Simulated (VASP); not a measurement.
Write the native input for VASP 6.6.1 that does the following.

- Task: single point
- Functional: PBE
- Potentials or basis: VASP PAW PBE potentials, release 64 (Mg, Zr_sv, N)
- Cutoff: 520 eV
- k mesh: 12 × 12 × 2
- Occupations: gaussian, width 0.1 eV
- Spin: no spin polarisation
- Dipole correction: no
- Further INCAR settings: ALGO = Normal; EDIFF = 1e-07; NBANDS = 73

The structure of MgZr4N2 lies in POSCAR:

```
MgZr4N2
1.0
    3.2846443280      0.0000000000      0.0000000000
   -1.6423221640      2.8445854304      0.0000000000
    0.0000000000      0.0000000000     26.0336809912
Mg Zr N
2 8 4
Direct
    0.6666666667      0.3333333333      0.7500000000
    0.3333333333      0.6666666667      0.2500000000
    0.0000000000      0.0000000000      0.8521735241
    0.6666666667      0.3333333333      0.9476458981
    0.0000000000      0.0000000000      0.1478264759
    0.3333333333      0.6666666667      0.0523541019
    0.0000000000      0.0000000000      0.6478264759
    0.6666666667      0.3333333333      0.5523541019
    0.0000000000      0.0000000000      0.3521735241
    0.3333333333      0.6666666667      0.4476458981
    0.3333333333      0.6666666667      0.8973394441
    0.6666666667      0.3333333333      0.1026605559
    0.3333333333      0.6666666667      0.6026605559
    0.6666666667      0.3333333333      0.3973394441
```

One way to write it, as run:

INCAR

```
SYSTEM = MgZr4N2
ALGO = Normal ; EDIFF = 1E-7
ENCUT = 520 ; GGA = PE
ISIF = 2 ; ISMEAR = 0
LASPH = .TRUE. ; LCHARG = .FALSE.
LREAL = .FALSE. ; LWAVE = .FALSE.
NBANDS = 73 ; NELM = 60
PREC = Accurate ; SIGMA = 0.1
```

KPOINTS

```
k-points
0
G
  12 12 2
  0 0 0
```

Potentials or basis: VASP PAW PBE potentials, release 64 (Mg, Zr_sv, N).

Run with:

```console
$ cat potpaw_PBE.64/Mg/POTCAR potpaw_PBE.64/Zr_sv/POTCAR potpaw_PBE.64/N/POTCAR > POTCAR
$ mpirun -np 1 vasp_std > vasp.out
```

Results of the run:

* Pressure: 0.1 GPa
* Largest force: 0.029 eV/Å
* Band gap on the k mesh: zero (bands 60 and 61 overlap by 0.73 eV)

Wall time 12 min on 1 thread of Intel(R) Xeon(R) Platinum 8488C (Sapphire Rapids), with other jobs on the host, peak memory 0.65 GiB.
